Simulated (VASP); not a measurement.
**Pr: single point with r2SCAN**

Pr:

```
Pr
1.0
     0.00000    2.30013    2.30013
     2.30013    0.00000    2.30013
     2.30013    2.30013    0.00000
Pr
1
Direct
  0.00000 0.00000 0.00000
```

```json
{"Program": "VASP 6.6.1", "Task": "single point", "Functional": "r2SCAN", "Potentials or basis": "VASP PAW PBE potentials, release 64 (Pr)", "Cutoff": "520 eV", "k mesh": "13 × 13 × 13", "Occupations": "fermi-dirac, width 0.1 eV", "Spin": "no spin polarisation"}
```

| Quantity | Value |
| --- | --- |
| Pressure | 0.2 GPa |

Levels at points of the mesh, in eV from the Fermi level:
| k point | band 2 | band 3 | band 4 | band 5 | band 6 | band 7 | band 8 | band 9 | band 10 | band 11 |
| --- | --- | --- | --- | --- | --- | --- | --- | --- | --- | --- |
| (0.00, 0.00, 0.00) | -17.18 | -17.18 | -17.18 | -3.01 | -0.80 | -0.01 | -0.01 | -0.01 | 1.07 | 1.07 |

It took 3.2 min on 1 thread of AMD EPYC 7R43 64-Core Processor (Zen 3), with other jobs on the host, peak memory 0.14 GiB.

Caveat: the PAW data sets were made with another functional, which shifts forces and pressure a little; spin-orbit coupling is left out, which moves the levels of the heavy elements. Spin polarisation is off, so any magnetic state and its effect on volume and gap are missing.
